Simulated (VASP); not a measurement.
# GaP (I-4m2) in VASP: further runs

Runs on GaP. Level: r2SCAN. Tasks: single point.

All numbers are computed with VASP 6.6.1; they aren't measurements. Logs are shortened: lines on timing, memory, paths and dates and some standing lists are left out, and cuts for length are marked.

## 1. The cell of the first run

It takes space group I-4m2 (No. 119, tetragonal). The conventional cell has a = 4.326 Å, b = 4.326 Å, c = 4.326 Å, α = 90.00°, β = 90.00°, γ = 90.00°. Ga (site symmetry -4m2) has 4 P at 2.42 Å within 3.2 Å. Within 3.2 Å of P (site symmetry -4m2) lie 4 Ga at 2.42 Å.

## 2. Single point, r2SCAN

File POSCAR:

```
GaP
1.0
    0.0000000000      3.0591436934      2.1628145913
    3.0591436934      0.0000000000      2.1628145913
    3.0591436934      3.0591436934      0.0000000000
Ga P
1 1
Direct
    0.0000000000      0.0000000000      0.0000000000
    0.7500000000      0.7500000000      0.7500000000
```

File INCAR.step1:

```
PREC = Accurate
ENCUT = 520
ISMEAR = 0
SIGMA = 0.05
LREAL = F
LASPH = T
NELM = 100
NBANDS = 16
GGA = PE
ALGO = Normal
EDIFF = 1E-4
LWAVE = T
LCHARG = F
```

File INCAR.step2:

```
PREC = Accurate
ENCUT = 520
EDIFF = 1E-6
ISMEAR = 0
SIGMA = 0.05
LREAL = F
LASPH = T
NELM = 100
ALGO = Normal
ISIF = 2
LWAVE = F
LCHARG = T
METAGGA = R2SCAN
LMIXTAU = T
LELF = T
LVHAR = T
NBANDS = 16
ISTART = 1
```

File KPOINTS:

```
regular mesh
0
Gamma
  10 10 10
```

Potentials or basis: VASP PAW PBE potentials, release 64 (Ga_d, P).

Command:

```sh
> cat potpaw_PBE.64/Ga_d/POTCAR potpaw_PBE.64/P/POTCAR > POTCAR
> cp INCAR.step1 INCAR
> mpirun -np 1 vasp_std > vasp.out
> cp INCAR.step2 INCAR
> mpirun -np 1 vasp_std > vasp.out
```

OUTCAR:

```text
PREC = Accurate
   ENCUT = 520
   EDIFF = 1E-6
   ISMEAR = 0
   LREAL = F
   LASPH = T
   NELM = 100
   ISIF = 2
   METAGGA = R2SCAN
   ISTART = 1

 ion  position               nearest neighbor table
   1  0.000  0.000  0.000-   2 2.42   2 2.42   2 2.42   2 2.42
   2  0.750  0.750  0.750-   1 2.42   1 2.42   1 2.42   1 2.42

  LATTYP: Found a body centered tetragonal cell.
 ALAT       =     4.3262825005
 C/A-ratio  =     0.9998489886

  Lattice vectors:

 A1 = (   0.0000000000,  -3.0591436934,  -2.1628145913)
 A2 = (   0.0000000000,   3.0591436934,  -2.1628145913)
 A3 = (   3.0591436934,   0.0000000000,   2.1628145913)

Analysis of symmetry for initial positions (statically):
=====================================================================
 Subroutine PRICEL returns:
 Original cell was already a primitive cell.

 Routine SETGRP: Setting up the symmetry group for a
 body centered tetragonal supercell.

 Subroutine GETGRP returns: Found  8 space group operations
 (whereof  8 operations were pure point group operations)
 out of a pool of 16 trial point group operations.

The static configuration has the point symmetry D_2d.

Analysis of symmetry for dynamics (positions and initial velocities):
=====================================================================
 Subroutine PRICEL returns:
 Original cell was already a primitive cell.

 Routine SETGRP: Setting up the symmetry group for a
 body centered tetragonal supercell.

 Subroutine GETGRP returns: Found  8 space group operations
 (whereof  8 operations were pure point group operations)
 out of a pool of 16 trial point group operations.

The dynamic configuration has the point symmetry D_2d.

 Subroutine INISYM returns: Found  8 space group operations
 (whereof  8 operations are pure point group operations),
 and found     1 'primitive' translations

----------------------------------------------------------------------------------------

                                     Primitive cell

  volume of cell :      40.4808

  direct lattice vectors                    reciprocal lattice vectors
     0.000000000  3.059143693  2.162814591    -0.163444431  0.163444431  0.231180242
     3.059143693  0.000000000  2.162814591     0.163444431 -0.163444431  0.231180242
     3.059143693  3.059143693  0.000000000     0.163444431  0.163444431 -0.231180242
[... 76 lines left out ...]
   ISTART =      1    job   : 0-new  1-cont  2-samecut
   ICHARG =      0    charge: 1-file 2-atom 10-const
   ISPIN  =      1    spin polarized calculation?
   LNONCOLLINEAR =      F non collinear calculations
   LSORBIT =      F    spin-orbit coupling
   LASPH  =      T    aspherical Exc in radial PAW
   ENCUT  =  520.0 eV  38.22 Ry    6.18 a.u.   6.97  6.97  8.04*2*pi/ulx,y,z
   NELM   =    100;   NELMIN=  2; NELMDL=  0     # of ELM steps
   EDIFF  = 0.1E-05   stopping-criterion for ELM
   LREAL  =      F    real-space projection
   EDIFFG = 0.1E-04   stopping-criterion for IOM
   NSW    =      0    number of steps for IOM
   IBRION =     -1    ionic relax: 0-MD 1-quasi-New 2-CG
   NFREE  =      0    steps in history (QN), initial steepest desc. (CG)
   ISIF   =      2    stress and relaxation
   ISYM   =      2    0-nonsym 1-usesym 2-fastsym
   POTIM  = 0.5000    time-step for ionic-motion
   TEBEG  =    0.0;   TEEND  =   0.0 temperature during run
   PSTRESS=    0.0 pullay stress
   NELECT =      18.0000    total number of electrons
   NUPDOWN=      -1.0000    fix difference up-down
   EMIN   =  10.00;   EMAX   =-10.00  energy-range for DOS
   EFERMI =   0.00;   METHOD = LEGACY
   ISMEAR =     0;   SIGMA  =   0.05  broadening in eV -4-tet -1-fermi 0-gaus
   EFERMI_NEDOS =   21; number of points for ismear=-14 and -15
   IALGO  =     38    algorithm
   IMIX   =      4    mixing-type and parameters
     AMIX     =   0.40;   BMIX     =  1.00
     AMIX_MAG =   1.60;   BMIX_MAG =  1.00
  volume/ion in A,a.u.               =      20.24       136.59
  Fermi-wavevector in a.u.,A,eV,Ry     =   1.249538  2.361284 21.243377  1.561344
  Thomas-Fermi vector in A             =   2.383574
   LORBIT       =      0    0 simple, 1 ext, 2 COOP (PROOUT), +10 PAW based schemes
   METAGGA = R2SCAN    functional components
   LHFCALC =     F    Hartree Fock is set to
   AEXX    =    0.0000 exact exchange contribution
   IVDW    =     0    specifies the selected vdW correction
   LEPSILON=     F    determine dielectric tensor
   LRPA    =     F    only Hartree local field effects (RPA)
 non-spin polarized calculation
 Gauss-broadening in eV      SIGMA  =   0.05
  energy-cutoff  :      520.00
  volume of cell :       40.48
 maximum number of plane-waves:      1112
   NGX = 13   NGY = 13   NGZ = 17

 number of electron      17.9999999 magnetization

 Free energy of the ion-electron system (eV)
  ---------------------------------------------------
  ext. energy  EPLUGINS =         0.00000000
  ---------------------------------------------------
  free energy    TOTEN  =       -20.93026025 eV

  energy without entropy =      -20.92971396  energy(sigma->0) =      -20.92998711

 E-fermi :   4.7337     XC(G=0): -10.6432

 val. band max:        4.7298428206   @ k =   0.5000   0.4000   0.0000
 cond. band min:       4.9287280446   @ k =   0.5000   0.4000   0.1000
 fundamental gap:      0.1988852240
 Fermi energy:         4.7336806864

 k-point     1 :       0.0000    0.0000    0.0000
  band No.  band energies     occupation
      1     -10.5956      2.00000
      2     -10.5954      2.00000
      3     -10.5535      2.00000
      4     -10.5251      2.00000
      5     -10.4677      2.00000
      6      -8.3170      2.00000
[... 433 lines left out ...]
      3     -10.5522      2.00000
      4     -10.5497      2.00000
      5     -10.4255      2.00000
      6      -5.5719      2.00000
[... 8 lines left out ...]
     15      16.0652      0.00000
     16      20.6502      0.00000

 [... further k-points ...]
[... 5 lines left out ...]
  --------------------------------------------------------------------------------------
  -------------------------------------------------------------------------------------
  Total       -1.9547931     -1.9547931      1.6021490      0.0000000      0.0000000      0.0000000
  in kB      -77.3681709    -77.3681709     63.4109753      0.0000000      0.0000000      0.0000000
  external PRESSURE =     -30.4417888 kB  Pullay stress =       0.0000000 kB

 VOLUME and BASIS-vectors are now :
 -----------------------------------------------------------------------------
  energy-cutoff  :      520.00
  volume of cell :       40.48
      direct lattice vectors                 reciprocal lattice vectors
     0.000000000  3.059143693  2.162814591    -0.163444431  0.163444431  0.231180242
     3.059143693  0.000000000  2.162814591     0.163444431 -0.163444431  0.231180242
     3.059143693  3.059143693  0.000000000     0.163444431  0.163444431 -0.231180242

 POSITION                                       TOTAL-FORCE (eV/Angst)
 -----------------------------------------------------------------------------------
      0.00000      0.00000      0.00000        -0.000000     -0.000000     -0.000000
      4.58872      4.58872      3.24422         0.000000      0.000000      0.000000
 -----------------------------------------------------------------------------------
    total drift:                                0.000232      0.000232     -0.000243

  FREE ENERGIE OF THE ION-ELECTRON SYSTEM (eV)
  ---------------------------------------------------
  free  energy   TOTEN  =       -20.9302602502 eV

  energy  without entropy=      -20.9297139642  energy(sigma->0) =      -20.92998711
```

OUTCAR.step1:

```text
PREC = Accurate
   ENCUT = 520
   ISMEAR = 0
   LREAL = F
   LASPH = T
[... 677 lines left out ...]
 -----------------------------------------------------------------------------------
      0.00000      0.00000      0.00000         0.000000      0.000000      0.000000
      4.58872      4.58872      3.24422        -0.000000     -0.000000     -0.000000
 -----------------------------------------------------------------------------------
    total drift:                               -0.000003     -0.000003      0.000005

  FREE ENERGIE OF THE ION-ELECTRON SYSTEM (eV)
  ---------------------------------------------------
  free  energy   TOTEN  =        -8.6609517781 eV

  energy  without entropy=       -8.6604066185  energy(sigma->0) =       -8.66067920
```

OSZICAR.step1:

```text
N       E                     dE             d eps       ncg     rms          rms(c)
DAV:   1     0.802678013233E+02    0.80268E+02   -0.89852E+03  3368   0.162E+03
DAV:   2    -0.265937586300E+01   -0.82927E+02   -0.79064E+02  3760   0.311E+02
DAV:   3    -0.884417849958E+01   -0.61848E+01   -0.61525E+01  4088   0.652E+01
DAV:   4    -0.894136845016E+01   -0.97190E-01   -0.97172E-01  3984   0.890E+00
DAV:   5    -0.894323972032E+01   -0.18713E-02   -0.18712E-02  4288   0.109E+00    0.401E+00
DAV:   6    -0.868510162024E+01    0.25814E+00   -0.43681E-01  4880   0.107E+01    0.257E+00
DAV:   7    -0.866245199509E+01    0.22650E-01   -0.82186E-02  4240   0.205E+00    0.110E+00
DAV:   8    -0.866080994645E+01    0.16420E-02   -0.11239E-02  4096   0.126E+00    0.159E-01
DAV:   9    -0.866092819693E+01   -0.11825E-03   -0.11263E-03  4488   0.507E-01    0.777E-02
DAV:  10    -0.866095177807E+01   -0.23581E-04   -0.75714E-05  2480   0.908E-02
   1 F= -.86609518E+01 E0= -.86606792E+01  d E =-.545160E-03
```

Run time: 93 s. Hardware: 1 thread of AMD EPYC 9R45 (Zen 5), shared host; peak memory 0.18 GiB.

Results:

```yaml
Free_energy: -20.9303 eV
Pressure: -3.0 GPa
Band_gap_on_the_k_mesh: zero (bands 9 and 10 overlap by 1.05 eV)
```

Levels at points of the mesh, in eV from the Fermi level:
```csv
k point,band 6,band 7,band 8,band 9,band 10,band 11,band 12,band 13
"(0.00, 0.00, 0.00)",-13.05,-0.71,-0.71,0.61,1.41,4.28,5.07,5.07
"(0.50, 0.00, 0.00)",-10.83,-6.83,-2.36,-0.61,0.55,3.76,6.78,9.19
"(0.50, 0.50, 0.00)",-9.21,-5.46,-4.26,-4.26,-0.08,0.95,10.87,10.87
"(0.50, 0.00, 0.50)",-10.53,-7.71,-1.81,-1.57,2.94,3.46,8.02,8.10
```

Caveat: the stress differs along the axes, from -8 to 6 GPa; the PAW data sets were made with another functional, which shifts forces and pressure a little.

## 3. Single point, r2SCAN

This run uses another cell than the first one, of the same volume but with other edges.

File POSCAR:

```
GaP
1.0
    0.0000000000      2.4280439585      3.4332541574
    2.4280439585      0.0000000000      3.4332541574
    2.4280439585      2.4280439585      0.0000000000
Ga P
1 1
Direct
    0.0000000000      0.0000000000      0.0000000000
    0.7500000000      0.7500000000      0.7500000000
```

File INCAR.step1:

```
SYSTEM = GaP
ALGO = Normal
EDIFF = 1E-4
ENCUT = 520
GGA = PE
ISMEAR = 0
LASPH = .True.
LCHARG = .False.
LREAL = .False.
LWAVE = .True.
NBANDS = 16
NELM = 60
PREC = Accurate
SIGMA = 0.05
```

File INCAR.step2:

```
SYSTEM = GaP
ALGO = Normal
EDIFF = 1E-6
ENCUT = 520
ISIF = 2
ISMEAR = 0
ISTART = 1
LASPH = .True.
LCHARG = .True.
LELF = .True.
LMIXTAU = .True.
LREAL = .False.
LVHAR = .True.
LWAVE = .False.
METAGGA = R2SCAN
NBANDS = 16
NELM = 60
PREC = Accurate
SIGMA = 0.05
```

File KPOINTS:

```
k-points
0
Gamma
  10 10 10
  0 0 0
```

Potentials or basis: VASP PAW PBE potentials, release 64 (Ga_d, P).

Command:

```sh
> cat potpaw_PBE.64/Ga_d/POTCAR potpaw_PBE.64/P/POTCAR > POTCAR
> cp INCAR.step1 INCAR
> mpirun -np 1 vasp_std > vasp.out
> cp INCAR.step2 INCAR
> mpirun -np 1 vasp_std > vasp.out
```

OUTCAR:

```text
SYSTEM = GaP
   EDIFF = 1E-6
   ENCUT = 520
   ISIF = 2
   ISMEAR = 0
   ISTART = 1
   LASPH = .True.
   LREAL = .False.
   METAGGA = R2SCAN
   NELM = 60
   PREC = Accurate

 ion  position               nearest neighbor table
   1  0.000  0.000  0.000-   2 2.43   2 2.43   2 2.43   2 2.43
   2  0.750  0.750  0.750-   1 2.43   1 2.43   1 2.43   1 2.43

  LATTYP: Found a body centered tetragonal cell.
 ALAT       =     3.4337726961
 C/A-ratio  =     1.9996979772

  Lattice vectors:

 A1 = (  -2.4280439585,   0.0000000000,   3.4332541574)
 A2 = (   2.4280439585,   0.0000000000,   3.4332541574)
 A3 = (   0.0000000000,   2.4280439585,  -3.4332541574)

Analysis of symmetry for initial positions (statically):
=====================================================================
 Subroutine PRICEL returns:
 Original cell was already a primitive cell.

 Routine SETGRP: Setting up the symmetry group for a
 body centered tetragonal supercell.

 Subroutine GETGRP returns: Found  8 space group operations
[... 158 lines left out ...]
  ---------------------------------------------------
  ext. energy  EPLUGINS =         0.00000000
  ---------------------------------------------------
  free energy    TOTEN  =       -20.35850750 eV

  energy without entropy =      -20.35688534  energy(sigma->0) =      -20.35769642

 E-fermi :   5.3896     XC(G=0): -10.6504

 val. band max:        5.3741991582   @ k =   0.3000  -0.0000   0.0000
 cond. band min:       5.3940456997   @ k =  -0.4000   0.0000   0.1000
 fundamental gap:      0.0198465415
 Fermi energy:         5.3895515880

 k-point     1 :       0.0000    0.0000    0.0000
  band No.  band energies     occupation
      1     -10.6698      2.00000
      2     -10.5480      2.00000
      3     -10.5478      2.00000
      4     -10.5263      2.00000
      5     -10.5219      2.00000
      6      -8.3249      2.00000
[... 433 lines left out ...]
      3     -10.5272      2.00000
      4     -10.5229      2.00000
      5     -10.4926      2.00000
      6      -6.9468      2.00000
[... 8 lines left out ...]
     15      17.2739      0.00000
     16      18.5380      0.00000

 [... further k-points ...]
[... 5 lines left out ...]
  --------------------------------------------------------------------------------------
  -------------------------------------------------------------------------------------
  Total        2.8407252      2.8407252     -6.2416392      0.0000000      0.0000000      0.0000000
  in kB      112.4322141    112.4322141   -247.0359733      0.0000000      0.0000000      0.0000000
  external PRESSURE =      -7.3905150 kB  Pullay stress =       0.0000000 kB

 VOLUME and BASIS-vectors are now :
 -----------------------------------------------------------------------------
  energy-cutoff  :      520.00
  volume of cell :       40.48
      direct lattice vectors                 reciprocal lattice vectors
     0.000000000  2.428043958  3.433254157    -0.205927079  0.205927079  0.145634426
     2.428043958  0.000000000  3.433254157     0.205927079 -0.205927079  0.145634426
     2.428043958  2.428043958  0.000000000     0.205927079  0.205927079 -0.145634426

 POSITION                                       TOTAL-FORCE (eV/Angst)
 -----------------------------------------------------------------------------------
      0.00000      0.00000      0.00000         0.000000      0.000000      0.000000
      3.64207      3.64207      5.14988        -0.000000     -0.000000      0.000000
 -----------------------------------------------------------------------------------
    total drift:                               -0.000028     -0.000028      0.000208

  FREE ENERGIE OF THE ION-ELECTRON SYSTEM (eV)
  ---------------------------------------------------
  free  energy   TOTEN  =       -20.3585074967 eV

  energy  without entropy=      -20.3568853367  energy(sigma->0) =      -20.35769642
```

OUTCAR.step1:

```text
SYSTEM = GaP
   EDIFF = 1E-4
   ENCUT = 520
   GGA = PE
   ISMEAR = 0
   LASPH = .True.
   LREAL = .False.
[... 677 lines left out ...]
      0.00000      0.00000      0.00000         0.000000      0.000000      0.000000
      3.64207      3.64207      5.14988         0.000000      0.000000     -0.000000
 -----------------------------------------------------------------------------------
    total drift:                                0.000000      0.000000     -0.000008

  FREE ENERGIE OF THE ION-ELECTRON SYSTEM (eV)
  ---------------------------------------------------
  free  energy   TOTEN  =        -8.1534303514 eV

  energy  without entropy=       -8.1517874241  energy(sigma->0) =       -8.15260889
```

OSZICAR.step1:

```text
N       E                     dE             d eps       ncg     rms          rms(c)
DAV:   1     0.800495669109E+02    0.80050E+02   -0.89543E+03  3416   0.162E+03
DAV:   2    -0.224632806852E+01   -0.82296E+02   -0.78447E+02  3704   0.311E+02
DAV:   3    -0.835971284037E+01   -0.61134E+01   -0.60847E+01  4136   0.648E+01
DAV:   4    -0.845339413643E+01   -0.93681E-01   -0.93657E-01  4016   0.865E+00
DAV:   5    -0.845524448621E+01   -0.18503E-02   -0.18503E-02  4288   0.110E+00    0.410E+00
DAV:   6    -0.817063957466E+01    0.28460E+00   -0.56570E-01  4856   0.111E+01    0.264E+00
DAV:   7    -0.815556692352E+01    0.15073E-01   -0.61915E-02  4136   0.170E+00    0.125E+00
DAV:   8    -0.815327181223E+01    0.22951E-02   -0.83136E-03  4024   0.106E+00    0.128E-01
DAV:   9    -0.815339906361E+01   -0.12725E-03   -0.11549E-03  4584   0.522E-01    0.854E-02
DAV:  10    -0.815343035143E+01   -0.31288E-04   -0.68890E-05  2784   0.754E-02
   1 F= -.81534304E+01 E0= -.81526089E+01  d E =-.164293E-02
```

Wall time 1.8 min (1 thread of AMD EPYC 9R45 (Zen 5), shared host); peak memory 0.19 GiB.

Results:

- Free energy: -20.3585 eV
- Pressure: -0.7 GPa
- Band gap on the k mesh: zero (bands 9 and 10 overlap by 0.37 eV)

Levels at points of the mesh, in eV from the Fermi level:
| k point | band 6 | band 7 | band 8 | band 9 | band 10 | band 11 | band 12 | band 13 |
| --- | --- | --- | --- | --- | --- | --- | --- | --- |
| (0.00, 0.00, 0.00) | -13.71 | -2.96 | -0.37 | 0.18 | 0.18 | 3.83 | 3.83 | 4.58 |
| (0.50, 0.00, 0.00) | -11.50 | -7.51 | -3.50 | -0.77 | -0.04 | 5.53 | 5.88 | 7.77 |
| (0.50, 0.50, 0.00) | -11.76 | -9.14 | -1.57 | -1.57 | 3.29 | 3.67 | 8.16 | 9.92 |
| (0.50, 0.00, 0.50) | -10.04 | -6.72 | -4.08 | -3.90 | 0.32 | 0.46 | 6.88 | 6.94 |

Caveat: the stress differs along the axes, from -25 to 11 GPa; semilocal functionals underestimate gaps, and a narrow one can read as zero; the PAW data sets were made with another functional, which shifts forces and pressure a little.

[end of part 1 of 2]

The gap in the log of VASP goes by the Fermi energy; the results here count the filled bands.